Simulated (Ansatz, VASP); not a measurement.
# Two plane-wave programs on CuO

```
Cu O
1.0
     2.01465   -2.01354    0.15831
     2.01465    2.01354    0.15831
    -0.39605    0.00000    5.02881
Cu O
2 2
Direct
  0.00000 0.50000 0.00000
  0.50000 0.00000 0.50000
  0.50004 0.49996 0.25000
  0.49996 0.50004 0.75000
```

Alike in both runs: functional LDA; k mesh 14 × 14 × 8; occupations gaussian, width 0.1 eV; no spin polarisation.

Ansatz relaxed the structure, and its values are those at the end. VASP's run is a single point on that final structure, the one shown.

|  | VASP | Ansatz |
| --- | --- | --- |
| version | VASP 6.6.1 | Ansatz 0.2.0 |
| potentials or method | VASP PAW LDA potentials, release 64 (Cu, O), cutoff 520 eV | scalar-relativistic, plane waves, PAW |
| valence electrons in the cell | 34 | 50 |

|  | VASP | Ansatz | Ansatz less VASP |
| --- | --- | --- | --- |
| gap on the k mesh at the Fermi level (eV) | none | none | - |
| pressure (GPa) | 1.1 | 0.0 | -1.08 |

LDA's correlation is that of Perdew and Zunger in VASP and of Perdew and Wang (1992) in Ansatz. A gap of «none» marks a metal or a gap that the smearing closes. VASP's potentials hold 34 valence electrons a cell and Ansatz's 50, so a difference there can come from the potentials and not from the codes.
